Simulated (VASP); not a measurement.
# GeBr (R-3m) in VASP: single point with PBE

Aim: the single point of GeBr with PBE.

Program: VASP 6.6.1. These are calculated values, not measurements. Logs are shortened: lines on timing, memory, paths and dates and some standing lists are left out, and cuts for length are marked.

### Step 1. The cell of the first run

Symmetry: R-3m, No. 166, trigonal system. Conventional cell: a = 3.177 Å, b = 3.177 Å, c = 16.183 Å, α = 90.00°, β = 90.00°, γ = 120.00°. Within 4.2 Å of Ge (site symmetry -3m) lie 6 Ge at 3.18 Å and 6 Br at 3.26 Å. Within 4.2 Å of Br (site symmetry -3m) lie 6 Br at 3.18 Å and 6 Ge at 3.26 Å.

The cell was built from a structure type or drawn by symmetry, and may not be a known phase.

### Step 2. Single point, PBE

INCAR reads:

```
ALGO = Normal
EDIFF = 1E-6
ENCUT = 520
GGA = PE
ISIF = 2
ISMEAR = 0
LASPH = True
LCHARG = False
LREAL = False
LWAVE = False
NBANDS = 18
NELM = 60
PREC = Accurate
SIGMA = 0.1
```

KPOINTS reads:

```
k-points
0
Gamma
  6 6 6
```

POSCAR reads:

```
GeBr
1.0
    1.5884813300      0.9171101200      5.3944837100
   -1.5884813300      0.9171101200      5.3944837100
    0.0000000000     -1.8342202400      5.3944837100
Ge Br
1 1
Direct
    0.0000000000      0.0000000000      0.0000000000
    0.5000000000      0.5000000000      0.5000000000
```

Potentials or basis: VASP PAW PBE potentials, release 64 (Ge_d, Br).

Run with:

```console
$ cat potpaw_PBE.64/Ge_d/POTCAR potpaw_PBE.64/Br/POTCAR > POTCAR
$ mpirun -np 1 vasp_std > vasp.out
```

OUTCAR:

```text
EDIFF = 1E-6
   ENCUT = 520
   GGA = PE
   ISIF = 2
   ISMEAR = 0
   LASPH = True
   LREAL = False
   NELM = 60
   PREC = Accurate

 ion  position               nearest neighbor table
   1  0.000  0.000  0.000-
   2  0.500  0.500  0.500-

  LATTYP: Found a trigonal (rhomboedric) cell.
 ALAT       =     5.6977906600
 COS(alpha) =     0.8445533937

  Lattice vectors:

 A1 = (   1.5884813300,   0.9171101200,   5.3944837100)
 A2 = (  -1.5884813300,   0.9171101200,   5.3944837100)
 A3 = (   0.0000000000,  -1.8342202400,   5.3944837100)

Analysis of symmetry for initial positions (statically):
=====================================================================
 Subroutine PRICEL returns:
 Original cell was already a primitive cell.

 Routine SETGRP: Setting up the symmetry group for a
 trigonal (rhombohedral) supercell.

 Subroutine GETGRP returns: Found 12 space group operations
 (whereof 12 operations were pure point group operations)
 out of a pool of 12 trial point group operations.

The static configuration has the point symmetry D_3d.

Analysis of symmetry for dynamics (positions and initial velocities):
=====================================================================
 Subroutine PRICEL returns:
 Original cell was already a primitive cell.

 Routine SETGRP: Setting up the symmetry group for a
 trigonal (rhombohedral) supercell.

 Subroutine GETGRP returns: Found 12 space group operations
 (whereof 12 operations were pure point group operations)
 out of a pool of 12 trial point group operations.

The dynamic configuration has the point symmetry D_3d.

 Subroutine INISYM returns: Found 12 space group operations
 (whereof 12 operations are pure point group operations),
 and found     1 'primitive' translations

----------------------------------------------------------------------------------------

                                     Primitive cell

  volume of cell :      47.1525

  direct lattice vectors                    reciprocal lattice vectors
     1.588481330  0.917110120  5.394483710     0.314766054  0.181730267  0.061791517
    -1.588481330  0.917110120  5.394483710    -0.314766054  0.181730267  0.061791517
     0.000000000 -1.834220240  5.394483710     0.000000000 -0.363460533  0.061791517

  length of vectors
     5.697790660  5.697790660  5.697790658     0.368675671  0.368675671  0.368675672

  position of ions in fractional coordinates (direct lattice)
     0.000000000  0.000000000  0.000000000
     0.500000000  0.500000000  0.500000000

  ion indices of the primitive-cell ions
   primitive index   ion index
                 1           1
                 2           2

----------------------------------------------------------------------------------------

 KPOINTS: k-points

Automatic generation of k-mesh.
 Grid dimensions read from file:
 generate k-points for:    6    6    6

 Generating k-lattice:

  Cartesian coordinates                     Fractional coordinates (reciprocal lattice)
     0.052461009  0.030288378  0.010298586     0.166666667  0.000000000  0.000000000
    -0.052461009  0.030288378  0.010298586     0.000000000  0.166666667  0.000000000
     0.000000000 -0.060576756  0.010298586     0.000000000  0.000000000  0.166666667

  Length of vectors
     0.061445945  0.061445945  0.061445945

  Shift w.r.t. Gamma in fractional coordinates (k-lattice)
     0.000000000  0.000000000  0.000000000

 Subroutine IBZKPT returns following result:
 ===========================================

 Found     32 irreducible k-points:

 Following reciprocal coordinates:
            Coordinates               Weight
  0.000000  0.000000  0.000000      1.000000
  0.166667  0.000000  0.000000      6.000000
  0.333333  0.000000  0.000000      6.000000
  0.500000  0.000000  0.000000      3.000000
  0.166667  0.166667  0.000000      6.000000
  0.333333  0.166667  0.000000     12.000000
[... 16 lines left out ...]
  0.500000  0.500000  0.166667      6.000000
 -0.333333  0.500000  0.166667     12.000000
 [... further k-points ...]
   k-points           NKPTS =     32   k-points in BZ     NKDIM =     32   number of bands    NBANDS=     18
   number of dos      NEDOS =    301   number of ions     NIONS =      2
   total plane-waves  NPLWV =  74088
   dimension x,y,z NGX =    42 NGY =   42 NGZ =   42
   dimension x,y,z NGXF=    84 NGYF=   84 NGZF=   84
   ions per type =               1   1
   NGX,Y,Z   is equivalent  to a cutoff of  12.25, 12.25, 12.25 a.u.
   NGXF,Y,Z  is equivalent  to a cutoff of  24.51, 24.51, 24.51 a.u.
 SYSTEM =  unknown system
   PREC   = accura    normal or accurate (medium, high low for compatibility)
   ISTART =      0    job   : 0-new  1-cont  2-samecut
   ICHARG =      2    charge: 1-file 2-atom 10-const
   ISPIN  =      1    spin polarized calculation?
   LNONCOLLINEAR =      F non collinear calculations
   LSORBIT =      F    spin-orbit coupling
   LASPH  =      T    aspherical Exc in radial PAW
   ENCUT  =  520.0 eV  38.22 Ry    6.18 a.u.  10.59 10.59 10.59*2*pi/ulx,y,z
   NELM   =     60;   NELMIN=  2; NELMDL= -5     # of ELM steps
   EDIFF  = 0.1E-05   stopping-criterion for ELM
   LREAL  =      F    real-space projection
   EDIFFG = 0.1E-04   stopping-criterion for IOM
   NSW    =      0    number of steps for IOM
   IBRION =     -1    ionic relax: 0-MD 1-quasi-New 2-CG
   NFREE  =      0    steps in history (QN), initial steepest desc. (CG)
   ISIF   =      2    stress and relaxation
   ISYM   =      2    0-nonsym 1-usesym 2-fastsym
   POTIM  = 0.5000    time-step for ionic-motion
   TEBEG  =    0.0;   TEEND  =   0.0 temperature during run
   PSTRESS=    0.0 pullay stress
   NELECT =      21.0000    total number of electrons
   NUPDOWN=      -1.0000    fix difference up-down
   EMIN   =  10.00;   EMAX   =-10.00  energy-range for DOS
   EFERMI =   0.00;   METHOD = LEGACY
   ISMEAR =     0;   SIGMA  =   0.10  broadening in eV -4-tet -1-fermi 0-gaus
   EFERMI_NEDOS =   21; number of points for ismear=-14 and -15
   IALGO  =     38    algorithm
   IMIX   =      4    mixing-type and parameters
     AMIX     =   0.40;   BMIX     =  1.00
     AMIX_MAG =   1.60;   BMIX_MAG =  1.00
  volume/ion in A,a.u.               =      23.58       159.10
  Fermi-wavevector in a.u.,A,eV,Ry     =   1.250201  2.362536 21.265925  1.563001
  Thomas-Fermi vector in A             =   2.384206
   LORBIT       =      0    0 simple, 1 ext, 2 COOP (PROOUT), +10 PAW based schemes
   GGA     = PE    functional components
   LHFCALC =     F    Hartree Fock is set to
   AEXX    =    0.0000 exact exchange contribution
   IVDW    =     0    specifies the selected vdW correction
   LEPSILON=     F    determine dielectric tensor
   LRPA    =     F    only Hartree local field effects (RPA)
 non-spin polarized calculation
 Gauss-broadening in eV      SIGMA  =   0.10
  energy-cutoff  :      520.00
  volume of cell :       47.15
 maximum number of plane-waves:      1280
   NGX = 21   NGY = 21   NGZ = 21

 number of electron      21.0000003 magnetization

 Free energy of the ion-electron system (eV)
  ---------------------------------------------------
  ext. energy  EPLUGINS =         0.00000000
  ---------------------------------------------------
  free energy    TOTEN  =        -5.54781417 eV

  energy without entropy =       -5.53532385  energy(sigma->0) =       -5.54156901

 E-fermi :   4.0848     XC(G=0):  -9.9986

 val. band max:        4.0812290651   @ k =   0.1667   0.1667   0.0000
 cond. band min:       4.1036856894   @ k =   0.5000   0.3333   0.3333
 fundamental gap:      0.0224566243
 Fermi energy:         4.0848412106

 k-point     1 :       0.0000    0.0000    0.0000
  band No.  band energies     occupation
      1     -21.0015      2.00000
      2     -20.9355      2.00000
      3     -20.9355      2.00000
      4     -20.8598      2.00000
      5     -20.8598      2.00000
      6     -11.7964      2.00000
[... 10 lines left out ...]
     17      15.7884      0.00000
     18      16.7380      0.00000

 k-point     2 :       0.1667    0.0000    0.0000
  band No.  band energies     occupation
      1     -20.9948      2.00000
      2     -20.9412      2.00000
      3     -20.9369      2.00000
      4     -20.8610      2.00000
      5     -20.8479      2.00000
      6     -11.4810      2.00000
[... 10 lines left out ...]
     17      15.9887      0.00000
     18      17.1515      0.00000

 k-point     3 :       0.3333    0.0000    0.0000
  band No.  band energies     occupation
      1     -20.9829      2.00000
      2     -20.9526      2.00000
      3     -20.9396      2.00000
      4     -20.8624      2.00000
      5     -20.8241      2.00000
      6     -10.7287      2.00000
[... 10 lines left out ...]
     17      16.7270      0.00000
     18      17.4393      0.00000

 k-point     4 :       0.5000    0.0000    0.0000
  band No.  band energies     occupation
      1     -20.9778      2.00000
      2     -20.9582      2.00000
      3     -20.9410      2.00000
      4     -20.8624      2.00000
      5     -20.8121      2.00000
      6     -10.2580      2.00000
[... 375 lines left out ...]
      4     -20.8557      2.00000
      5     -20.8211      2.00000
      6     -10.2772      2.00000
[... 10 lines left out ...]
     17      15.7058      0.00000
     18      16.8220      0.00000

 k-point    23 :       0.5000    0.5000    0.1667
  band No.  band energies     occupation
      1     -20.9827      2.00000
      2     -20.9528      2.00000
      3     -20.9396      2.00000
      4     -20.8624      2.00000
      5     -20.8241      2.00000
      6     -10.6939      2.00000
[... 10 lines left out ...]
     17      15.1480      0.00000
     18      16.2183      0.00000

 k-point    24 :      -0.3333    0.5000    0.1667
  band No.  band energies     occupation
      1     -20.9755      2.00000
      2     -20.9555      2.00000
      3     -20.9438      2.00000
      4     -20.8557      2.00000
      5     -20.8211      2.00000
      6     -10.2594      2.00000
[... 10 lines left out ...]
     17      15.9154      0.00000
     18      17.2276      0.00000

 [... further k-points ...]

------------------------ aborting loop because EDIFF is reached ----------------------------------------

  FORCE on cell =-STRESS in cart. coord.  units (eV):
  Direction    XX          YY          ZZ          XY          YZ          ZX
  --------------------------------------------------------------------------------------
  -------------------------------------------------------------------------------------
  Total        0.6291247      0.6291247     -1.0033277      0.0000000      0.0000000      0.0000000
  in kB       21.3767952     21.3767950    -34.0916984      0.0000000      0.0000000      0.0000000
  external PRESSURE =       2.8872973 kB  Pullay stress =       0.0000000 kB

 VOLUME and BASIS-vectors are now :
 -----------------------------------------------------------------------------
  energy-cutoff  :      520.00
  volume of cell :       47.15
      direct lattice vectors                 reciprocal lattice vectors
     1.588481330  0.917110120  5.394483710     0.314766054  0.181730267  0.061791517
    -1.588481330  0.917110120  5.394483710    -0.314766054  0.181730267  0.061791517
     0.000000000 -1.834220240  5.394483710     0.000000000 -0.363460533  0.061791517

 POSITION                                       TOTAL-FORCE (eV/Angst)
 -----------------------------------------------------------------------------------
      0.00000      0.00000      0.00000         0.000000      0.000000     -0.000000
      0.00000      0.00000      8.09173         0.000000     -0.000000      0.000000
 -----------------------------------------------------------------------------------
    total drift:                                0.000000      0.000000      0.000000

  FREE ENERGIE OF THE ION-ELECTRON SYSTEM (eV)
  ---------------------------------------------------
  free  energy   TOTEN  =        -5.5478141721 eV

  energy  without entropy=       -5.5353238469  energy(sigma->0) =       -5.54156901
```

It took 90 s on 1 thread of Intel Xeon 8259CL, shared host; peak memory 0.26 GiB.

What came out:

| Property | Result |
| --- | --- |
| Free energy | -5.5478 eV |
| Pressure | 0.3 GPa |
| Band gap on the k mesh | zero (an odd number of electrons rules out a gap without spin polarisation) |

Levels at points of the mesh, in eV from the Fermi level:
```
           k point  band 9  band 10  band 11  band 12  band 13  band 14
(0.00, 0.00, 0.00)    0.42     0.42     3.27     6.60     6.60     8.06
(0.50, 0.00, 0.00)   -2.95    -2.36    -0.93     0.85     3.70     7.37
(0.50, 0.50, 0.00)   -4.34    -1.03    -0.54     3.25     4.18     5.43
(0.50, 0.50, 0.50)   -0.56     0.43     0.43     6.41     6.41     8.73
```

Caveat: the k points lie up to 0.39 Å⁻¹ apart, too coarse for converged energies and pressures of a metal; an odd number of electrons without spin polarisation forces a metal; a magnetic or distorted state may lie lower.
